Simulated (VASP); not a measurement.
# H4CO in VASP: single point with LDA

Aim: the single point of H4CO with LDA.

All numbers are computed with VASP 6.6.1; they aren't measurements. Logs are shortened: lines on timing, memory, paths and dates and some standing lists are left out, and cuts for length are marked.

## (1) The cell of the first run

The cell holds a disordered packing, 36 atoms: a = 7.126 Å, b = 7.126 Å, c = 7.126 Å, α = 90.00°, β = 90.00°, γ = 90.00°.

## (2) Single point, LDA

Input file INCAR:

```
SYSTEM = H4CO
PREC = Accurate
ENCUT = 1000
EDIFF = 1E-6
ISMEAR = -1
SIGMA = 0.05
LREAL = Auto
LASPH = .True.
NELM = 120
ALGO = Normal
ISIF = 2
LWAVE = .False.
LCHARG = .True.
LELF = .True.
LVHAR = .True.
NBANDS = 66
GGA_COMPAT = .False.
```

Input file KPOINTS:

```
Automatic mesh
0
Gamma
  1 1 1
  0 0 0
```

Input file POSCAR:

```
H4CO
1.0
    7.1256230000      0.0000000000      0.0000000000
    0.0000000000      7.1256230000      0.0000000000
    0.0000000000      0.0000000000      7.1256230000
C O H
6 6 24
Direct
    0.6948313492      0.0670753213      0.1210089113
    0.8090582631      0.5529601782      0.7572146796
    0.3624036327      0.5436202819      1.0265200417
    0.1866321683      0.8754734613      0.3927659458
    0.1395773334      0.3538998711      0.4428621865
    0.4895350829      1.0771101335      0.6792226917
    0.7838562697      0.0340347066      0.2911203821
    0.8627324715      0.7450062591      0.7528504932
    0.2768961024      0.3654498206      1.0011803899
    0.1042162775      0.9601299720      0.5484877889
    0.0582562366      0.2810937152      0.2787160557
    0.5113586736      0.8847976206      0.7154506734
    0.5933290460     -0.0469801829      0.0923091820
    0.8945060464      0.1210802096      0.3002861136
    0.6143034416      0.2017519704      0.1184522191
    0.7948152834      0.0733210425      0.0004625413
    0.8137209875      0.5009493519      0.6118622550
    0.8690433543      0.7939833863      0.8808320002
    0.9065804676      0.4685240366      0.8433267815
    0.6641999960      0.5384419419      0.8109958951
    0.2722769599      0.6228093578      1.1249376053
    0.3540918572      0.2844891255      0.9210538755
    0.5038093506      0.5307225288      1.0909025659
    0.3727509676      0.6242773502      0.8938760001
    0.3200753140      0.9479594014      0.3609210284
    0.0116081096      0.8735653742      0.6047306393
    0.2220026845      0.7257221921      0.4197776760
    0.0933628368      0.8829410606      0.2676348781
    0.0849930341      0.4959175921      0.4748732495
    0.1443658916      0.3038244038      0.1679506976
    0.1073963607      0.2567662849      0.5602868924
    0.2947608246      0.3636696677      0.4311305230
    0.3369000698      1.1056404553      0.6707075008
    0.6453191792      0.8528866694      0.6990900802
    0.5555780055      1.1661047287      0.7925576116
    0.5565425708      1.1187853099      0.5438655487
```

Potentials or basis: VASP PAW LDA potentials, release 64 (C_h, O_h, H_h).

On the command line:

```console
cat potpaw_LDA.64/C_h/POTCAR potpaw_LDA.64/O_h/POTCAR potpaw_LDA.64/H_h/POTCAR > POTCAR
mpirun -np 1 vasp_gam > vasp.out
```

OUTCAR:

```text
SYSTEM = H4CO
   PREC = Accurate
   ENCUT = 1000
   EDIFF = 1E-6
   ISMEAR = -1
   LREAL = Auto
   LASPH = .True.
   NELM = 120
   ISIF = 2

 ion  position               nearest neighbor table
   1  0.695  0.067  0.121-  13 1.11  16 1.12  15 1.12   7 1.39
   2  0.809  0.553  0.757-  17 1.10  19 1.11  20 1.11   8 1.42
   3  0.362  0.544  0.027-  21 1.11  24 1.11  23 1.11   9 1.42
   4  0.187  0.875  0.393-  25 1.11  27 1.11  28 1.11  10 1.39
   5  0.140  0.354  0.443-  29 1.11  31 1.11  32 1.11  11 1.40
   6  0.490  0.077  0.679-  33 1.11  36 1.12  35 1.13  12 1.40
   7  0.784  0.034  0.291-  14 1.01   1 1.39
   8  0.863  0.745  0.753-  18 0.98   2 1.42
   9  0.277  0.365  0.001-  22 0.98   3 1.42
  10  0.104  0.960  0.548-  26 0.99   4 1.39
  11  0.058  0.281  0.279-  30 1.01   5 1.40
  12  0.511  0.885  0.715-  34 0.99   6 1.40
  13  0.593  0.953  0.092-   1 1.11
  14  0.895  0.121  0.300-   7 1.01
  15  0.614  0.202  0.118-   1 1.12
  16  0.795  0.073  0.000-   1 1.12
  17  0.814  0.501  0.612-   2 1.10
[... 17 lines left out ...]
  35  0.556  0.166  0.793-   6 1.13
  36  0.557  0.119  0.544-   6 1.12

  LATTYP: Found a simple cubic cell.
 ALAT       =     7.1256230000

  Lattice vectors:

 A1 = (   7.1256230000,   0.0000000000,   0.0000000000)
 A2 = (   0.0000000000,   7.1256230000,   0.0000000000)
 A3 = (   0.0000000000,   0.0000000000,   7.1256230000)

Analysis of symmetry for initial positions (statically):
=====================================================================
 Subroutine PRICEL returns:
 Original cell was already a primitive cell.

 Routine SETGRP: Setting up the symmetry group for a
 simple cubic supercell.

 Subroutine GETGRP returns: Found  1 space group operations
 (whereof  1 operations were pure point group operations)
 out of a pool of 48 trial point group operations.

The static configuration has the point symmetry C_1 .

Analysis of symmetry for dynamics (positions and initial velocities):
=====================================================================
 Subroutine PRICEL returns:
 Original cell was already a primitive cell.

 Routine SETGRP: Setting up the symmetry group for a
 simple cubic supercell.

 Subroutine GETGRP returns: Found  1 space group operations
 (whereof  1 operations were pure point group operations)
 out of a pool of 48 trial point group operations.

The dynamic configuration has the point symmetry C_1 .

[... 145 lines left out ...]
   NSW    =      0    number of steps for IOM
   IBRION =     -1    ionic relax: 0-MD 1-quasi-New 2-CG
   NFREE  =      0    steps in history (QN), initial steepest desc. (CG)
   ISIF   =      2    stress and relaxation
   ISYM   =      2    0-nonsym 1-usesym 2-fastsym
   POTIM  = 0.5000    time-step for ionic-motion
   TEBEG  =    0.0;   TEEND  =   0.0 temperature during run
   PSTRESS=    0.0 pullay stress
   NELECT =      84.0000    total number of electrons
   NUPDOWN=      -1.0000    fix difference up-down
   EMIN   =  10.00;   EMAX   =-10.00  energy-range for DOS
   EFERMI =   0.00;   METHOD = LEGACY
   ISMEAR =    -1;   SIGMA  =   0.05  broadening in eV -4-tet -1-fermi 0-gaus
   EFERMI_NEDOS =   21; number of points for ismear=-14 and -15
   IALGO  =     38    algorithm
   IMIX   =      4    mixing-type and parameters
     AMIX     =   0.40;   BMIX     =  1.00
     AMIX_MAG =   1.60;   BMIX_MAG =  1.00
  volume/ion in A,a.u.               =      10.05        67.82
  Fermi-wavevector in a.u.,A,eV,Ry     =   1.006186  1.901416 13.774687  1.012411
  Thomas-Fermi vector in A             =   2.138913
   LORBIT       =      0    0 simple, 1 ext, 2 COOP (PROOUT), +10 PAW based schemes
   GGA     = CA    functional components
   LHFCALC =     F    Hartree Fock is set to
   AEXX    =    0.0000 exact exchange contribution
   IVDW    =     0    specifies the selected vdW correction
   LEPSILON=     F    determine dielectric tensor
   LRPA    =     F    only Hartree local field effects (RPA)
 non-spin polarized calculation
  energy-cutoff  :     1000.00
  volume of cell :      361.80
 maximum number of plane-waves:     12911
 NGX is ok and might be reduce to    80
   NGX = 37   NGY = 37   NGZ = 37

 number of electron      83.9999999 magnetization

 Free energy of the ion-electron system (eV)
  ---------------------------------------------------
  ext. energy  EPLUGINS =         0.00000000
  ---------------------------------------------------
  free energy    TOTEN  =      -193.46487721 eV

  energy without entropy =     -193.46487721  energy(sigma->0) =     -193.46487721

 E-fermi :  -0.9184     XC(G=0):  -7.2713

 val. band max:       -2.1831670822   @ k =   0.0000   0.0000   0.0000
 cond. band min:       1.8591669470   @ k =   0.0000   0.0000   0.0000
 fundamental gap:      4.0423340292
 Fermi energy:        -0.9184180089

 k-point     1 :       0.0000    0.0000    0.0000
  band No.  band energies     occupation
      1     -23.0754      2.00000
      2     -22.7390      2.00000
      3     -21.7347      2.00000
      4     -21.5103      2.00000
      5     -21.4343      2.00000
      6     -21.2008      2.00000
[... 46 lines left out ...]
     53       5.3894      0.00000
     54       5.5722      0.00000
 [bands above 54 left out]

------------------------ aborting loop because EDIFF is reached ----------------------------------------

  FORCE on cell =-STRESS in cart. coord.  units (eV):
  Direction    XX          YY          ZZ          XY          YZ          ZX
  --------------------------------------------------------------------------------------
  -------------------------------------------------------------------------------------
  Total       -1.0701515     -1.3938420     -2.4809554     -0.2227869     -0.0681728      0.4308219
  in kB       -4.7390068     -6.1724220    -10.9865418     -0.9865785     -0.3018929      1.9078307
  external PRESSURE =      -7.2993235 kB  Pullay stress =       0.0000000 kB

 VOLUME and BASIS-vectors are now :
 -----------------------------------------------------------------------------
  energy-cutoff  :     1000.00
  volume of cell :      361.80
      direct lattice vectors                 reciprocal lattice vectors
     7.125623000  0.000000000  0.000000000     0.140338606  0.000000000  0.000000000
     0.000000000  7.125623000  0.000000000     0.000000000  0.140338606  0.000000000
     0.000000000  0.000000000  7.125623000     0.000000000  0.000000000  0.140338606

 POSITION                                       TOTAL-FORCE (eV/Angst)
 -----------------------------------------------------------------------------------
      4.95111      0.47795      0.86226        -0.069354      0.005159     -0.036540
      5.76504      3.94019      5.39563        -0.029447     -0.099715      0.006645
      2.58235      3.87363      0.18897        -0.000667      0.045301      0.016055
      1.32987      6.23829      2.79870         0.085203     -0.115076     -0.088715
      0.99458      2.52176      3.15567         0.009109      0.035464      0.091760
      3.48824      0.54946      4.83988         0.056502      0.035251      0.026452
[... 28 lines left out ...]
      3.95884      1.18360      5.64747        -0.057893     -0.079450     -0.143261
      3.96571      0.84642      3.87538        -0.042500     -0.025405      0.164477
 -----------------------------------------------------------------------------------
    total drift:                                0.003845     -0.000244      0.001930

  FREE ENERGIE OF THE ION-ELECTRON SYSTEM (eV)
  ---------------------------------------------------
  free  energy   TOTEN  =      -193.4648772085 eV

  energy  without entropy=     -193.4648772085  energy(sigma->0) =     -193.46487721
```

stdout:

```text
POSCAR found type information on POSCAR C O H
 POSCAR found :  3 types and      36 ions
 scaLAPACK will be used
 LDA part: xc-table for (Slater(with rela. corr.)+CA(PZ))
 , standard interpolation
 POSCAR, INCAR and KPOINTS ok, starting setup
 FFT: planning ... GRIDC
 FFT: planning ... GRID_SOFT
 FFT: planning ... GRID
 WAVECAR not read
 entering main loop
```

It took 2.6 min on 1 thread of Intel Xeon Platinum 8375C at 2.90GHz (Ice Lake), shared host; peak memory 0.67 GiB.

What came out:

* Free energy: -193.4649 eV
* Pressure: -0.7 GPa
* Largest force: 0.311 eV/Å
* Band gap on the k mesh: 4.04 eV

Forces on the atoms (eV/Å):
```
C   -0.069  0.005 -0.037
C   -0.029 -0.100  0.007
C   -0.001  0.045  0.016
C    0.085 -0.115 -0.089
C    0.009  0.035  0.092
C    0.057  0.035  0.026
O    0.034 -0.059  0.075
O   -0.029  0.113 -0.029
O   -0.025  0.119 -0.071
O   -0.104 -0.061  0.099
O    0.203  0.002 -0.149
O   -0.017  0.201  0.019
H    0.018  0.033 -0.027
H   -0.010  0.042 -0.021
H    0.013 -0.004  0.012
H   -0.018  0.001 -0.019
H   -0.003  0.003  0.028
H    0.040  0.001  0.026
H    0.008  0.007 -0.018
H    0.050 -0.018  0.001
H    0.067 -0.032 -0.050
H    0.022 -0.071 -0.027
H   -0.073 -0.005 -0.029
H   -0.005 -0.005  0.035
H   -0.053  0.000 -0.002
H   -0.004  0.026  0.010
H   -0.001 -0.001  0.013
H    0.043  0.006  0.015
H    0.039  0.033 -0.006
H   -0.212 -0.099  0.204
H    0.009  0.122 -0.123
H   -0.067 -0.022 -0.017
H    0.095 -0.054 -0.009
H    0.031 -0.079  0.022
H   -0.058 -0.079 -0.143
H   -0.043 -0.025  0.164
```

Stress tensor (GPa, compression positive):
```
-0.47 -0.10  0.19
-0.10 -0.62 -0.03
 0.19 -0.03 -1.10
```

Levels at points of the mesh, in eV from the valence-band top:
```tsv
k point	band 40	band 41	band 42	band 43	band 44	band 45
(0.00, 0.00, 0.00)	-0.48	-0.30	0.00	4.04	5.06	5.66
```

Caveat: the k points lie up to 0.88 Å⁻¹ apart.
